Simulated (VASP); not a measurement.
Wanted: the native input for a VASP 6.6.1 run.

| Quantity | Value |
| --- | --- |
| Task | single point |
| Functional | BLYP |
| Potentials or basis | VASP PAW PBE potentials, release 64 (Fe) |
| Cutoff | 520 eV |
| k mesh | 24 × 24 × 13 |
| Occupations | fermi-dirac, width 0.1 eV |
| Spin | no spin polarisation |
| Dipole correction | no |
| Further INCAR settings | ALGO = Normal; EDIFF = 1e-07; NBANDS = 15 |

The structure of Fe lies in POSCAR:

```
Fe
1.0
    2.4965129716      0.0000000000      0.0000000000
   -1.2482564858      2.1620436543      0.0000000000
    0.0000000000      0.0000000000      3.9370567515
Fe
2
Direct
    0.3333333333      0.6666666667      0.2500000000
    0.6666666667      0.3333333333      0.7500000000
```

This isn't the form of Fe at room conditions, which is bcc.

One way to write it, as run:

INCAR

```
SYSTEM = Fe
PREC = Accurate ; ENCUT = 520
EDIFF = 1E-7 ; ISMEAR = -1
SIGMA = 0.1 ; LREAL = .FALSE.
LASPH = .TRUE. ; NELM = 100
ALGO = Normal ; ISIF = 2
LWAVE = .FALSE. ; LCHARG = .FALSE.
GGA = B5 ; ALDAX = 1.0
AGGAX = 1.0 ; AGGAC = 1.0
ALDAC = 0.0 ; NBANDS = 15
```

KPOINTS

```
Automatic mesh
0
G
  24 24 13
  0 0 0
```

Potentials or basis: VASP PAW PBE potentials, release 64 (Fe).

Run with:

```console
$ cat potpaw_PBE.64/Fe/POTCAR > POTCAR
$ mpirun -np 1 vasp_std > vasp.out
```

Results of the run:

The pressure is 0.1 GPa and the band gap on the k mesh is zero (bands 8 and 9 overlap by 1.77 eV).

Caveat: the PAW data sets were made with another functional, which shifts forces and pressure a little; the run has no spin polarisation, though such a crystal can be magnetic.

Wall time 72 s on 1 thread of Intel(R) Xeon(R) 6975P-C (Granite Rapids), with other jobs on the host, peak memory 0.22 GiB.
